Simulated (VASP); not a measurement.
# Al2InAs3 (I-4m2) in VASP: single point with PBE

Aim: the single point of Al2InAs3 with PBE.

Everything below comes from runs of VASP 6.6.1. Logs are shortened: lines on timing, memory, paths and dates and some standing lists are left out, and cuts for length are marked.

### 1 The cell of the first run

Symmetry: I-4m2, No. 119, tetragonal system. Conventional cell: a = 4.150 Å, b = 4.150 Å, c = 17.661 Å, α = 90.00°, β = 90.00°, γ = 90.00°. Within 3.3 Å of Al (site symmetry 2mm) lie 4 As at 2.49 to 2.50 Å. In (site symmetry -4m2) has 4 As at 2.64 Å within 3.5 Å. As (site symmetry 2mm) has 2 Al at 2.49 Å and 2 In at 2.64 Å within 3.3 Å. As (site symmetry -4m2) has 4 Al at 2.50 Å within 3.3 Å.

### 2 Single point, PBE

The input, INCAR:

```
ALGO = Normal
EDIFF = 1E-6
ENCUT = 520
GGA = PE
ISIF = 2
ISMEAR = 0
LASPH = True
LCHARG = False
LREAL = False
LWAVE = False
NBANDS = 26
NELM = 80
PREC = Accurate
SIGMA = 0.02
```

The input, KPOINTS:

```
k-points
0
Gamma
  10 10 10
```

The input, POSCAR:

```
Al2InAs3
1.0
   -2.0750725304      2.0750725304      8.8307481011
    2.0750725304     -2.0750725304      8.8307481011
    2.0750725304      2.0750725304     -8.8307481011
Al In As
2 1 3
Direct
    0.8293352838      0.8293352838      0.0000000000
    0.1706647162      0.1706647162      0.0000000000
    0.5000000000      0.5000000000      0.0000000000
    0.4073036346      0.9073036346      0.5000000000
    0.0926963654      0.5926963654      0.5000000000
    0.7500000000      0.2500000000      0.5000000000
```

Potentials or basis: VASP PAW PBE potentials, release 64 (Al, In_d, As).

The run is started by

```sh
cat potpaw_PBE.64/Al/POTCAR potpaw_PBE.64/In_d/POTCAR potpaw_PBE.64/As/POTCAR > POTCAR
mpirun -np 1 vasp_std > vasp.out
```

OUTCAR:

```text
EDIFF = 1E-6
   ENCUT = 520
   GGA = PE
   ISIF = 2
   ISMEAR = 0
   LASPH = True
   LREAL = False
   NELM = 80
   PREC = Accurate

 ion  position               nearest neighbor table
   1  0.829  0.829  0.000-   4 2.49   4 2.49   6 2.50   6 2.50
   2  0.171  0.171  0.000-   5 2.49   5 2.49   6 2.50   6 2.50
   3  0.500  0.500  0.000-   5 2.64   4 2.64   5 2.64   4 2.64
   4  0.407  0.907  0.500-   1 2.49   1 2.49   3 2.64   3 2.64
   5  0.093  0.593  0.500-   2 2.49   2 2.49   3 2.64   3 2.64
   6  0.750  0.250  0.500-   1 2.50   2 2.50   1 2.50   2 2.50

  LATTYP: Found a body centered tetragonal cell.
 ALAT       =     4.1501450608
 C/A-ratio  =     4.2556334642

  Lattice vectors:

 A1 = (  -2.0750725304,   2.0750725304,   8.8307481011)
 A2 = (   2.0750725304,  -2.0750725304,   8.8307481011)
 A3 = (   2.0750725304,   2.0750725304,  -8.8307481011)

Analysis of symmetry for initial positions (statically):
=====================================================================
 Subroutine PRICEL returns:
 Original cell was already a primitive cell.

 Routine SETGRP: Setting up the symmetry group for a
 body centered tetragonal supercell.

 Subroutine GETGRP returns: Found  8 space group operations
 (whereof  8 operations were pure point group operations)
 out of a pool of 16 trial point group operations.

The static configuration has the point symmetry D_2d.

Analysis of symmetry for dynamics (positions and initial velocities):
=====================================================================
 Subroutine PRICEL returns:
 Original cell was already a primitive cell.

 Routine SETGRP: Setting up the symmetry group for a
 body centered tetragonal supercell.

 Subroutine GETGRP returns: Found  8 space group operations
 (whereof  8 operations were pure point group operations)
 out of a pool of 16 trial point group operations.

The dynamic configuration has the point symmetry D_2d.

 Subroutine INISYM returns: Found  8 space group operations
 (whereof  8 operations are pure point group operations),
 and found     1 'primitive' translations

----------------------------------------------------------------------------------------

                                     Primitive cell

  volume of cell :     152.0982

  direct lattice vectors                    reciprocal lattice vectors
    -2.075072530  2.075072530  8.830748101     0.000000000  0.240955433  0.056620345
     2.075072530 -2.075072530  8.830748101     0.240955433  0.000000000  0.056620345
     2.075072530  2.075072530 -8.830748101     0.240955433  0.240955433  0.000000000

  length of vectors
     9.305587786  9.305587786  9.305587786     0.247518452  0.247518452  0.340762441

  position of ions in fractional coordinates (direct lattice)
     0.829335284  0.829335284  0.000000000
     0.170664716  0.170664716  0.000000000
     0.500000000  0.500000000  0.000000000
     0.407303635  0.907303635  0.500000000
     0.092696365  0.592696365  0.500000000
     0.750000000  0.250000000  0.500000000

  ion indices of the primitive-cell ions
   primitive index   ion index
                 1           1
                 2           2
                 3           3
                 4           4
                 5           5
                 6           6

----------------------------------------------------------------------------------------

 KPOINTS: k-points

Automatic generation of k-mesh.
 Grid dimensions read from file:
 generate k-points for:   10   10   10

 Generating k-lattice:

  Cartesian coordinates                     Fractional coordinates (reciprocal lattice)
     0.000000000  0.024095543  0.005662034     0.100000000  0.000000000  0.000000000
     0.024095543  0.000000000  0.005662034     0.000000000  0.100000000  0.000000000
     0.024095543  0.024095543  0.000000000     0.000000000  0.000000000  0.100000000

  Length of vectors
     0.024751845  0.024751845  0.034076244

  Shift w.r.t. Gamma in fractional coordinates (k-lattice)
     0.000000000  0.000000000  0.000000000

 Subroutine IBZKPT returns following result:
 ===========================================

 Found    102 irreducible k-points:

 Following reciprocal coordinates:
            Coordinates               Weight
  0.000000  0.000000  0.000000      1.000000
  0.100000  0.000000 -0.000000      8.000000
  0.200000  0.000000 -0.000000      8.000000
  0.300000 -0.000000  0.000000      8.000000
  0.400000 -0.000000  0.000000      8.000000
  0.500000  0.000000  0.000000      4.000000
[... 16 lines left out ...]
  0.300000  0.300000  0.000000      8.000000
  0.400000  0.300000  0.000000     16.000000
 [... further k-points ...]
   k-points           NKPTS =    102   k-points in BZ     NKDIM =    102   number of bands    NBANDS=     26
   number of dos      NEDOS =    301   number of ions     NIONS =      6
   total plane-waves  NPLWV = 343000
   dimension x,y,z NGX =    70 NGY =   70 NGZ =   70
   dimension x,y,z NGXF=   140 NGYF=  140 NGZF=  140
   ions per type =               2   1   3
   NGX,Y,Z   is equivalent  to a cutoff of  12.51, 12.51, 12.51 a.u.
   NGXF,Y,Z  is equivalent  to a cutoff of  25.01, 25.01, 25.01 a.u.
 SYSTEM =  unknown system
   PREC   = accura    normal or accurate (medium, high low for compatibility)
   ISTART =      0    job   : 0-new  1-cont  2-samecut
   ICHARG =      2    charge: 1-file 2-atom 10-const
   ISPIN  =      1    spin polarized calculation?
   LNONCOLLINEAR =      F non collinear calculations
   LSORBIT =      F    spin-orbit coupling
   LASPH  =      T    aspherical Exc in radial PAW
   ENCUT  =  520.0 eV  38.22 Ry    6.18 a.u.  17.30 17.30 17.30*2*pi/ulx,y,z
   NELM   =     80;   NELMIN=  2; NELMDL= -5     # of ELM steps
   EDIFF  = 0.1E-05   stopping-criterion for ELM
   LREAL  =      F    real-space projection
   EDIFFG = 0.1E-04   stopping-criterion for IOM
   NSW    =      0    number of steps for IOM
   IBRION =     -1    ionic relax: 0-MD 1-quasi-New 2-CG
   NFREE  =      0    steps in history (QN), initial steepest desc. (CG)
   ISIF   =      2    stress and relaxation
   ISYM   =      2    0-nonsym 1-usesym 2-fastsym
   POTIM  = 0.5000    time-step for ionic-motion
   TEBEG  =    0.0;   TEEND  =   0.0 temperature during run
   PSTRESS=    0.0 pullay stress
   NELECT =      34.0000    total number of electrons
   NUPDOWN=      -1.0000    fix difference up-down
   EMIN   =  10.00;   EMAX   =-10.00  energy-range for DOS
   EFERMI =   0.00;   METHOD = LEGACY
   ISMEAR =     0;   SIGMA  =   0.02  broadening in eV -4-tet -1-fermi 0-gaus
   EFERMI_NEDOS =   21; number of points for ismear=-14 and -15
   IALGO  =     38    algorithm
   IMIX   =      4    mixing-type and parameters
     AMIX     =   0.40;   BMIX     =  1.00
     AMIX_MAG =   1.60;   BMIX_MAG =  1.00
  volume/ion in A,a.u.               =      25.35       171.07
  Fermi-wavevector in a.u.,A,eV,Ry     =   0.993558  1.877552 13.431087  0.987157
  Thomas-Fermi vector in A             =   2.125448
   LORBIT       =      0    0 simple, 1 ext, 2 COOP (PROOUT), +10 PAW based schemes
   GGA     = PE    functional components
   LHFCALC =     F    Hartree Fock is set to
   AEXX    =    0.0000 exact exchange contribution
   IVDW    =     0    specifies the selected vdW correction
   LEPSILON=     F    determine dielectric tensor
   LRPA    =     F    only Hartree local field effects (RPA)
 non-spin polarized calculation
 Gauss-broadening in eV      SIGMA  =   0.02
  energy-cutoff  :      520.00
  volume of cell :      152.10
 maximum number of plane-waves:      4112
 NGX is ok and might be reduce to    70
   NGX = 35   NGY = 35   NGZ = 35

 number of electron      34.0000004 magnetization

 Free energy of the ion-electron system (eV)
  ---------------------------------------------------
  ext. energy  EPLUGINS =         0.00000000
  ---------------------------------------------------
  free energy    TOTEN  =       -26.40764067 eV

  energy without entropy =      -26.40764067  energy(sigma->0) =      -26.40764067

 E-fermi :   3.9217     XC(G=0):  -8.9053

 val. band max:        3.8187301327   @ k =   0.0000   0.0000   0.0000
 cond. band min:       4.6610358968   @ k =   0.0000   0.0000   0.0000
 fundamental gap:      0.8423057641
 Fermi energy:         3.9216859609

 k-point     1 :       0.0000    0.0000    0.0000
  band No.  band energies     occupation
      1     -10.4133      2.00000
      2     -10.2735      2.00000
      3     -10.2735      2.00000
      4     -10.2110      2.00000
      5     -10.2038      2.00000
      6      -7.8662      2.00000
[... 18 lines left out ...]
     25       7.9146      0.00000
     26      11.3065      0.00000

 k-point     2 :       0.1000    0.0000   -0.0000
  band No.  band energies     occupation
      1     -10.4092      2.00000
      2     -10.2813      2.00000
      3     -10.2731      2.00000
      4     -10.2095      2.00000
      5     -10.2055      2.00000
      6      -7.7997      2.00000
[... 18 lines left out ...]
     25       8.1824      0.00000
     26      10.2797      0.00000

 k-point     3 :       0.2000    0.0000   -0.0000
  band No.  band energies     occupation
      1     -10.3992      2.00000
      2     -10.3006      2.00000
      3     -10.2723      2.00000
      4     -10.2100      2.00000
      5     -10.2051      2.00000
      6      -7.6073      2.00000
[... 18 lines left out ...]
     25       8.7418      0.00000
     26       9.4753      0.00000

 k-point     4 :       0.3000   -0.0000    0.0000
  band No.  band energies     occupation
      1     -10.3898      2.00000
      2     -10.3212      2.00000
      3     -10.2712      2.00000
      4     -10.2155      2.00000
      5     -10.1993      2.00000
      6      -7.3114      2.00000
[... 18 lines left out ...]
     25       9.1715      0.00000
     26       9.4067      0.00000

 k-point     5 :       0.4000   -0.0000    0.0000
  band No.  band energies     occupation
      1     -10.3871      2.00000
      2     -10.3328      2.00000
      3     -10.2703      2.00000
      4     -10.2199      2.00000
      5     -10.1940      2.00000
      6      -6.9578      2.00000
[... 18 lines left out ...]
     25       8.9115      0.00000
     26       9.7658      0.00000

 k-point     6 :       0.5000    0.0000    0.0000
  band No.  band energies     occupation
      1     -10.3880      2.00000
      2     -10.3353      2.00000
      3     -10.2700      2.00000
      4     -10.2216      2.00000
      5     -10.1919      2.00000
      6      -6.6852      2.00000
[... 427 lines left out ...]
 k-point    21 :      -0.3000    0.2000    0.0000
  band No.  band energies     occupation
      1     -10.3809      2.00000
      2     -10.3290      2.00000
      3     -10.2749      2.00000
      4     -10.2229      2.00000
      5     -10.1954      2.00000
      6      -7.1090      2.00000
[... 18 lines left out ...]
     25       9.7092      0.00000
     26       9.8235      0.00000

 k-point    22 :      -0.2000    0.2000    0.0000
  band No.  band energies     occupation
      1     -10.3873      2.00000
      2     -10.3125      2.00000
      3     -10.2790      2.00000
      4     -10.2168      2.00000
      5     -10.2004      2.00000
      6      -7.3829      2.00000
[... 18 lines left out ...]
     25       9.0778      0.00000
     26       9.5146      0.00000

 k-point    23 :       0.3000    0.3000    0.0000
  band No.  band energies     occupation
      1     -10.3762      2.00000
      2     -10.3438      2.00000
      3     -10.2671      2.00000
      4     -10.2295      2.00000
      5     -10.1914      2.00000
      6      -6.7889      2.00000
[... 18 lines left out ...]
     25       9.5428      0.00000
     26       9.6726      0.00000

 k-point    24 :       0.4000    0.3000    0.0000
  band No.  band energies     occupation
      1     -10.3774      2.00000
      2     -10.3535      2.00000
      3     -10.2582      2.00000
      4     -10.2348      2.00000
      5     -10.1875      2.00000
      6      -6.5155      2.00000
[... 18 lines left out ...]
     25       9.6594      0.00000
     26      10.1549      0.00000

 [... further k-points ...]

------------------------ aborting loop because EDIFF is reached ----------------------------------------

  FORCE on cell =-STRESS in cart. coord.  units (eV):
  Direction    XX          YY          ZZ          XY          YZ          ZX
  --------------------------------------------------------------------------------------
  -------------------------------------------------------------------------------------
  Total        0.0983138      0.0983138      0.0967548      0.0000000      0.0000000      0.0000000
  in kB        1.0356218      1.0356218      1.0191991      0.0000000      0.0000000      0.0000000
  external PRESSURE =       1.0301475 kB  Pullay stress =       0.0000000 kB

 VOLUME and BASIS-vectors are now :
 -----------------------------------------------------------------------------
  energy-cutoff  :      520.00
  volume of cell :      152.10
      direct lattice vectors                 reciprocal lattice vectors
    -2.075072530  2.075072530  8.830748101     0.000000000  0.240955433  0.056620345
     2.075072530 -2.075072530  8.830748101     0.240955433  0.000000000  0.056620345
     2.075072530  2.075072530 -8.830748101     0.240955433  0.240955433  0.000000000

 POSITION                                       TOTAL-FORCE (eV/Angst)
 -----------------------------------------------------------------------------------
      0.00000      0.00000     14.64730        -0.000000     -0.000000     -0.001837
      0.00000      0.00000      3.01419        -0.000000     -0.000000      0.001837
      0.00000      0.00000      8.83075         0.000000     -0.000000      0.000000
      2.07507      0.00000      7.19359        -0.000000      0.000000      0.002627
      2.07507      0.00000      1.63716        -0.000000      0.000000     -0.002627
      0.00000      2.07507      4.41537         0.000000     -0.000000      0.000000
 -----------------------------------------------------------------------------------
    total drift:                               -0.000000      0.000000      0.000000

  FREE ENERGIE OF THE ION-ELECTRON SYSTEM (eV)
  ---------------------------------------------------
  free  energy   TOTEN  =       -26.4076406702 eV

  energy  without entropy=      -26.4076406702  energy(sigma->0) =      -26.40764067
```

It took 30 min on 1 thread of Oxide Virtual Turin-like, shared host; peak memory 0.91 GiB.

Results:

```
Free energy            : -26.4076 eV
Pressure               : 0.1 GPa
Band gap on the k mesh : 0.84 eV
```

Forces in eV/Å, atoms in the order of the input:
```
Al   0.000  0.000 -0.002
Al   0.000  0.000  0.002
In   0.000  0.000  0.000
As   0.000  0.000  0.003
As   0.000  0.000 -0.003
As   0.000  0.000  0.000
```

Levels at points of the mesh, in eV from the valence-band top:
| k point | band 15 | band 16 | band 17 | band 18 | band 19 | band 20 |
| --- | --- | --- | --- | --- | --- | --- |
| (0.00, 0.00, 0.00) | -0.19 | 0.00 | 0.00 | 0.84 | 1.68 | 2.09 |
| (0.50, 0.00, 0.00) | -1.18 | -0.90 | -0.47 | 1.47 | 2.61 | 2.82 |
| (0.50, 0.50, 0.00) | -2.61 | -2.16 | -2.15 | 1.48 | 2.00 | 3.05 |
| (0.50, 0.50, 0.50) | -1.03 | -0.55 | -0.55 | 1.47 | 2.08 | 2.79 |

Caveat: spin-orbit coupling is left out, which moves the levels of the heavy elements. A k mesh can miss the band edges.
